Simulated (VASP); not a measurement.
# C (I4_1/amd) in VASP: notebook

Runs on C. Level: LDA. Tasks: single point.

Everything below comes from runs of VASP 6.6.1. Logs are shortened: lines on timing, memory, paths and dates and some standing lists are left out, and cuts for length are marked.

## 1. The cell of the first run

Symmetry: I4_1/amd, No. 141, tetragonal system. Conventional cell: a = 2.485 Å, b = 2.485 Å, c = 3.537 Å, α = 90.00°, β = 90.00°, γ = 90.00°. C (site symmetry -4m2) has 4 C at 1.52 Å within 2.0 Å.

## 2. Single point, LDA (in-plane strain -0.005, then relaxed in part)

INCAR

```
ALGO = Normal
EDIFF = 1E-6
ENCUT = 1300
GGA = CA
GGA_COMPAT = F
ISIF = 2
ISMEAR = 0
LASPH = T
LCHARG = F
LREAL = F
LWAVE = F
NBANDS = 11
NELM = 120
PREC = Accurate
SIGMA = 0.01
```

KPOINTS

```
k-points
0
Gamma
  12 12 12
```

POSCAR

```
C
1.0
    1.7570444887      1.7570444887      0.0000000000
   -1.7570444887      1.7570444887      0.0000000000
    0.0000000000      1.7570444887      1.7682913306
C
2
Direct
    0.5000000000      0.5000000000      0.0000000000
    0.7500000000      0.2500000000      0.5000000000
```

Potentials or basis: VASP PAW LDA potentials, release 64 (C_h).

The run is started by

```sh
> cat potpaw_LDA.64/C_h/POTCAR > POTCAR
> mpirun -np 1 vasp_std > vasp.out
```

OUTCAR:

```text
EDIFF = 1E-6
   ENCUT = 1300
   GGA = CA
   ISIF = 2
   ISMEAR = 0
   LASPH = T
   LREAL = F
   NELM = 120
   PREC = Accurate

 ion  position               nearest neighbor table
   1  0.500  0.500  0.000-
   2  0.750  0.250  0.500-

  LATTYP: Found a body centered tetragonal cell.
 ALAT       =     2.4848361456
 C/A-ratio  =     1.4232659435

  Lattice vectors:

 A1 = (   1.7570444887,   0.0000000000,  -1.7682913306)
 A2 = (  -1.7570444887,   0.0000000000,  -1.7682913306)
 A3 = (   0.0000000000,   1.7570444887,   1.7682913306)

Analysis of symmetry for initial positions (statically):
=====================================================================
 Subroutine PRICEL returns:
 Original cell was already a primitive cell.

 Routine SETGRP: Setting up the symmetry group for a
 body centered tetragonal supercell.

 Subroutine GETGRP returns: Found 16 space group operations
 (whereof  8 operations were pure point group operations)
 out of a pool of 16 trial point group operations.

The static configuration has the point symmetry D_2d.
 The point group associated with its full space group is D_4h.

Analysis of symmetry for dynamics (positions and initial velocities):
=====================================================================
 Subroutine PRICEL returns:
 Original cell was already a primitive cell.

 Routine SETGRP: Setting up the symmetry group for a
 body centered tetragonal supercell.

 Subroutine GETGRP returns: Found 16 space group operations
 (whereof  8 operations were pure point group operations)
 out of a pool of 16 trial point group operations.

The dynamic configuration has the point symmetry D_2d.
 The point group associated with its full space group is D_4h.

 Subroutine INISYM returns: Found 16 space group operations
 (whereof  8 operations are pure point group operations),
 and found     1 'primitive' translations

----------------------------------------------------------------------------------------

                                     Primitive cell

  volume of cell :      10.9182

  direct lattice vectors                    reciprocal lattice vectors
     1.757044489  1.757044489  0.000000000     0.284568776  0.284568776 -0.282758837
    -1.757044489  1.757044489  0.000000000    -0.284568776  0.284568776 -0.282758837
     0.000000000  1.757044489  1.768291331     0.000000000  0.000000000  0.565517674

  length of vectors
[... 83 lines left out ...]
   LREAL  =      F    real-space projection
   EDIFFG = 0.1E-04   stopping-criterion for IOM
   NSW    =      0    number of steps for IOM
   IBRION =     -1    ionic relax: 0-MD 1-quasi-New 2-CG
   NFREE  =      0    steps in history (QN), initial steepest desc. (CG)
   ISIF   =      2    stress and relaxation
   ISYM   =      2    0-nonsym 1-usesym 2-fastsym
   POTIM  = 0.5000    time-step for ionic-motion
   TEBEG  =    0.0;   TEEND  =   0.0 temperature during run
   PSTRESS=    0.0 pullay stress
   NELECT =       8.0000    total number of electrons
   NUPDOWN=      -1.0000    fix difference up-down
   EMIN   =  10.00;   EMAX   =-10.00  energy-range for DOS
   EFERMI =   0.00;   METHOD = LEGACY
   ISMEAR =     0;   SIGMA  =   0.01  broadening in eV -4-tet -1-fermi 0-gaus
   EFERMI_NEDOS =   21; number of points for ismear=-14 and -15
   IALGO  =     38    algorithm
   IMIX   =      4    mixing-type and parameters
     AMIX     =   0.40;   BMIX     =  1.00
     AMIX_MAG =   1.60;   BMIX_MAG =  1.00
  volume/ion in A,a.u.               =       5.46        36.84
  Fermi-wavevector in a.u.,A,eV,Ry     =   1.475894  2.789034 29.637053  2.178262
  Thomas-Fermi vector in A             =   2.590487
   LORBIT       =      0    0 simple, 1 ext, 2 COOP (PROOUT), +10 PAW based schemes
   GGA     = CA    functional components
   LHFCALC =     F    Hartree Fock is set to
   AEXX    =    0.0000 exact exchange contribution
   IVDW    =     0    specifies the selected vdW correction
   LEPSILON=     F    determine dielectric tensor
   LRPA    =     F    only Hartree local field effects (RPA)
 non-spin polarized calculation
 Gauss-broadening in eV      SIGMA  =   0.01
  energy-cutoff  :     1300.00
  volume of cell :       10.92
 maximum number of plane-waves:      1191
 NGX is ok and might be reduce to    30
   NGX = 15   NGY = 15   NGZ = 15

 number of electron       8.0000000 magnetization

 Free energy of the ion-electron system (eV)
  ---------------------------------------------------
  ext. energy  EPLUGINS =         0.00000000
  ---------------------------------------------------
  free energy    TOTEN  =       -20.26467415 eV

  energy without entropy =      -20.26467415  energy(sigma->0) =      -20.26467415

 E-fermi :  11.5598     XC(G=0): -13.8406

 val. band max:       11.5109124666   @ k =   0.0000   0.0000   0.0000
 cond. band min:      15.6489417896   @ k =  -0.3333   0.3333   0.0000
 fundamental gap:      4.1380293230
 Fermi energy:        11.5598222693

 k-point     1 :       0.0000    0.0000    0.0000
  band No.  band energies     occupation
      1     -10.3582      2.00000
      2      11.4115      2.00000
      3      11.5109      2.00000
      4      11.5109      2.00000
      5      17.1028      0.00000
      6      17.1028      0.00000
      7      17.1819      0.00000
      8      25.9093      0.00000
      9      30.9931      0.00000
     10      38.3491      0.00000
     11      38.7017      0.00000
[... 309 lines left out ...]
 k-point    24 :      -0.4167    0.1667    0.0000
  band No.  band energies     occupation
      1      -6.0562      2.00000
      2       1.5045      2.00000
      3       7.1645      2.00000
      4       7.2601      2.00000
      5      18.2112      0.00000
      6      22.6347      0.00000
      7      23.0994      0.00000
      8      24.3405      0.00000
      9      32.7301      0.00000
     10      34.4771      0.00000
     11      39.2779      0.00000

 [... further k-points ...]
[... 5 lines left out ...]
  --------------------------------------------------------------------------------------
  -------------------------------------------------------------------------------------
  Total        0.4845338      0.4845338      0.0625234      0.0000000      0.0000000     -0.0000000
  in kB       71.1025741     71.1025741      9.1749491      0.0000000      0.0000000     -0.0000000
  external PRESSURE =      50.4600324 kB  Pullay stress =       0.0000000 kB

 VOLUME and BASIS-vectors are now :
 -----------------------------------------------------------------------------
  energy-cutoff  :     1300.00
  volume of cell :       10.92
      direct lattice vectors                 reciprocal lattice vectors
     1.757044489  1.757044489  0.000000000     0.284568776  0.284568776 -0.282758837
    -1.757044489  1.757044489  0.000000000    -0.284568776  0.284568776 -0.282758837
     0.000000000  1.757044489  1.768291331     0.000000000  0.000000000  0.565517674

 POSITION                                       TOTAL-FORCE (eV/Angst)
 -----------------------------------------------------------------------------------
      0.00000      1.75704      0.00000        -0.000000     -0.000000      0.000000
      0.87852      2.63557      0.88415         0.000000      0.000000      0.000000
 -----------------------------------------------------------------------------------
    total drift:                               -0.000000      0.000000      0.000000

  FREE ENERGIE OF THE ION-ELECTRON SYSTEM (eV)
  ---------------------------------------------------
  free  energy   TOTEN  =       -20.2646741462 eV

  energy  without entropy=      -20.2646741462  energy(sigma->0) =      -20.26467415
```

OSZICAR:

```text
N       E                     dE             d eps       ncg     rms          rms(c)
DAV:   1     0.189119732525E+02    0.18912E+02   -0.81229E+03  3586   0.146E+03
DAV:   2    -0.197729126307E+02   -0.38685E+02   -0.36913E+02  5003   0.201E+02
DAV:   3    -0.211103970067E+02   -0.13375E+01   -0.13327E+01  4349   0.312E+01
DAV:   4    -0.211141557396E+02   -0.37587E-02   -0.37584E-02  3906   0.187E+00
DAV:   5    -0.211141602511E+02   -0.45116E-05   -0.45115E-05  4116   0.681E-02    0.514E+00
DAV:   6    -0.204866145338E+02    0.62755E+00   -0.33234E-01  3718   0.407E+00    0.275E+00
DAV:   7    -0.202647584420E+02    0.22186E+00   -0.39906E-01  4000   0.442E+00    0.360E-01
DAV:   8    -0.202646883101E+02    0.70132E-04   -0.92007E-03  3846   0.920E-01    0.303E-02
DAV:   9    -0.202646729748E+02    0.15335E-04   -0.43955E-05  4056   0.562E-02    0.145E-02
DAV:  10    -0.202646742337E+02   -0.12589E-05   -0.35549E-06  4075   0.175E-02    0.311E-03
DAV:  11    -0.202646741462E+02    0.87536E-07   -0.18088E-07  2035   0.421E-03
   1 F= -.20264674E+02 E0= -.20264674E+02  d E =-.266593E-15
```

stdout:

```text
POSCAR found type information on POSCAR C
 POSCAR found :  1 types and       2 ions
 scaLAPACK will be used
 LDA part: xc-table for (Slater(with rela. corr.)+CA(PZ))
 , standard interpolation
 POSCAR, INCAR and KPOINTS ok, starting setup
 FFT: planning ... GRIDC
 FFT: planning ... GRID_SOFT
 FFT: planning ... GRID
 WAVECAR not read
 entering main loop
```

It took 30 s on 1 thread of Intel Xeon Platinum 8488C (Sapphire Rapids), shared host; peak memory 0.18 GiB.

What came out:

```yaml
Free_energy: -20.2647 eV
Pressure: 5.0 GPa
Band_gap_on_the_k_mesh: 4.14 eV (least direct gap 5.59 eV)
```

Caveat: the cell differs from its parent crystal (in-plane strain -0.005, then relaxed in part); the stress differs along the axes, from 1 to 7 GPa. A k mesh can miss the band edges.

## 3. Single point, LDA (in-plane strain -0.02, then relaxed in part)

INCAR

```
SYSTEM = C
  ALGO = Normal
  EDIFF = 1E-6
  ENCUT = 1300
  GGA = CA
  GGA_COMPAT = .False.
  ISIF = 2
  ISMEAR = 0
  LASPH = .True.
  LCHARG = .True.
  LELF = .True.
  LREAL = .False.
  LVHAR = .True.
  LWAVE = .False.
  NBANDS = 11
  NELM = 120
  PREC = Accurate
  SIGMA = 0.01
```

KPOINTS

```
k-points
0
Gamma
  12 12 12
  0 0 0
```

POSCAR

```
C
1.0
    1.7305563808      1.7305563808      0.0000000000
   -1.7305563808      1.7305563808      0.0000000000
    0.0000000000      1.7305563808      1.7755241494
C
2
Direct
    0.5000000000      0.5000000000      0.0000000000
    0.7500000000      0.2500000000      0.5000000000
```

Potentials or basis: VASP PAW LDA potentials, release 64 (C_h).

The run is started by

```sh
> cat potpaw_LDA.64/C_h/POTCAR > POTCAR
> mpirun -np 1 vasp_std > vasp.out
```

Run time: 25 s. Hardware: 1 thread of Intel Xeon 6975P-C (Granite Rapids), shared host; peak memory 0.17 GiB.

Results (log left out):

| Quantity | Value |
| --- | --- |
| Free energy | -20.2299 eV |
| Pressure | 18.4 GPa |
| Band gap on the k mesh | 3.95 eV (least direct gap 5.49 eV) |

Stress tensor (GPa, compression positive):
```
27.12  0.00  0.00
 0.00 27.12  0.00
 0.00  0.00  1.03
```

Levels at points of the mesh, in eV from the valence-band top:
| k point | band 1 | band 2 | band 3 | band 4 | band 5 | band 6 | band 7 | band 8 | band 9 |
| --- | --- | --- | --- | --- | --- | --- | --- | --- | --- |
| (0.00, 0.00, 0.00) | -22.34 | -0.42 | 0.00 | 0.00 | 5.49 | 5.49 | 5.81 | 14.90 | 19.74 |
| (0.50, 0.00, 0.00) | -16.11 | -14.23 | -3.35 | -2.85 | 8.23 | 8.64 | 9.94 | 15.86 | 22.32 |
| (0.50, 0.50, 0.00) | -13.07 | -13.07 | -6.96 | -6.96 | 4.51 | 4.51 | 17.49 | 17.49 | 24.12 |
| (0.00, 0.00, 0.50) | -13.50 | -13.50 | -6.56 | -6.56 | 5.14 | 5.14 | 17.38 | 17.38 | 23.74 |

Caveat: the cell differs from its parent crystal (in-plane strain -0.02, then relaxed in part); the stress differs along the axes, from 1 to 27 GPa. A k mesh can miss the band edges.

## 4. Single point, LDA (in-plane strain +0.005, then relaxed in part)

INCAR

```
ALGO = Normal
EDIFF = 1E-6
ENCUT = 1300
GGA = CA
GGA_COMPAT = F
ISIF = 2
ISMEAR = 0
LASPH = T
LCHARG = F
LREAL = F
LWAVE = F
NBANDS = 11
NELM = 120
PREC = Accurate
SIGMA = 0.01
```

KPOINTS

```
k-points
0
Gamma
  12 12 12
```

POSCAR

```
C
1.0
    1.7747032273      1.7747032273      0.0000000000
   -1.7747032273      1.7747032273      0.0000000000
    0.0000000000      1.7747032273      1.7634417353
C
2
Direct
    0.5000000000      0.5000000000      0.0000000000
    0.7500000000      0.2500000000      0.5000000000
```

The run is started by

```sh
> cat potpaw_LDA.64/C_h/POTCAR > POTCAR
> mpirun -np 1 vasp_std > vasp.out
```

Wall time 47 s (1 thread of AMD EPYC 9R14 (Zen 4), shared host); peak memory 0.15 GiB.

It converged, with:

| Property | Result |
| --- | --- |
| Free energy | -20.2661 eV |
| Pressure | -3.1 GPa |
| Band gap on the k mesh | 4.01 eV (least direct gap 5.49 eV) |

Stress tensor (GPa, compression positive):
```
-5.06  0.00  0.00
 0.00 -5.06  0.00
 0.00  0.00  0.93
```

Levels at points of the mesh, in eV from the valence-band top:
```csv
k point,band 2,band 3,band 4,band 5,band 6,band 7
"(0.00, 0.00, 0.00)",-0.10,-0.10,0.00,5.49,5.56,5.56
"(0.50, 0.00, 0.00)",-13.66,-2.97,-2.85,8.38,8.42,9.25
"(0.50, 0.50, 0.00)",-12.86,-6.45,-6.45,4.74,4.74,16.86
"(0.00, 0.00, 0.50)",-12.76,-6.55,-6.55,4.59,4.59,16.90
```

Caveat: the cell differs from its parent crystal (in-plane strain +0.005, then relaxed in part); the stress differs along the axes, from -5 to 1 GPa.

(Continued in part 2 of 2.)
